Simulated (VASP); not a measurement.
Write the native input for VASP 6.6.1 that does the following.

- Task: single point
- Functional: PBE
- Potentials or basis: VASP PAW PBE potentials, release 64 (Hg)
- Cutoff: 500 eV
- k mesh: 14 × 14 × 14
- Occupations: fermi-dirac, width 0.1 eV
- Spin: no spin polarisation
- Dipole correction: no
- Further INCAR settings: ALGO = Normal; EDIFF = 1e-06; NBANDS = 12

The structure of Hg lies in POSCAR:

```
Hg
1.0
   -1.4277693554      1.4277693554      1.4277693554
    1.4277693554     -1.4277693554      1.4277693554
    1.4277693554      1.4277693554     -1.4277693554
Hg
1
Direct
    0.0000000000      0.0000000000      0.0000000000
```

This cell differs from its parent crystal: volume scaled by 0.4.

The input as run:

INCAR

```
SYSTEM = Hg
PREC = Accurate ; ENCUT = 500
EDIFF = 1E-6 ; ISMEAR = -1
SIGMA = 0.1 ; LREAL = .FALSE.
LASPH = .TRUE. ; NELM = 120
ALGO = Normal ; ISIF = 2
LWAVE = .FALSE. ; LCHARG = .TRUE.
GGA = PE ; LELF = .TRUE.
LVHAR = .TRUE. ; NBANDS = 12
GGA_COMPAT = .FALSE.
```

KPOINTS

```
Automatic mesh
0
G
  14 14 14
  0 0 0
```

Potentials or basis: VASP PAW PBE potentials, release 64 (Hg).

Launch:

```console
$ cat potpaw_PBE.64/Hg/POTCAR > POTCAR
$ mpirun -np 1 vasp_std > vasp.out
```

It gave:

```yaml
Pressure: 307.8 GPa
Band_gap_on_the_k_mesh: zero (band 6 reaches 15.80 eV, above the bottom of band 7 at 13.13 eV)
```

Caveat: spin-orbit coupling is left out, which moves the levels of the heavy elements.

Wall time 7.8 s on 1 thread of Intel(R) Xeon(R) Platinum 8488C (Sapphire Rapids) (shared host), peak memory 0.12 GiB.
